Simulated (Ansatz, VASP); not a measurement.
## CsSnI3: VASP beside Ansatz

```
CELL_PARAMETERS angstrom
6.24149 0.00000 0.00000
0.00000 6.24149 0.00000
0.00000 0.00000 6.30391
ATOMIC_POSITIONS crystal
Cs 0.00000 0.00000 0.00000
Sn 0.50000 0.50000 0.50000
I 0.50000 0.50000 0.00000
I 0.50000 0.00000 0.50000
I 0.00000 0.50000 0.50000
```

Change from the starting cell: uniaxial_z strain +1.0%.

Alike in both runs: task single point; functional r2SCAN; k mesh 4 × 4 × 4; no spin polarisation.

```csv
,VASP,Ansatz
version,VASP 6.6.1,Ansatz 0.2.0
potentials or method,"VASP PAW PBE potentials, release 64 (Cs_sv, Sn_d, I)","plane waves, PAW"
plane-wave cutoff (eV),520,500
occupations,"gaussian, width 0.01 eV",fixed
valence electrons in the cell,44,74
```

```tsv
	VASP	Ansatz	Ansatz less VASP
gap on the k mesh at the Fermi level (eV)	0.50	0.50	+0.001
pressure (GPa)	-0.2	-0.2	+0.01
traceless stress, the component that is largest in VASP (GPa)	-0.23	-0.23	0.000
```

VASP's potentials were made for PBE, not for r2SCAN. VASP's potentials hold 44 valence electrons a cell and Ansatz's 74, so a difference there can come from the potentials and not from the codes.

Spin-orbit coupling is off throughout.
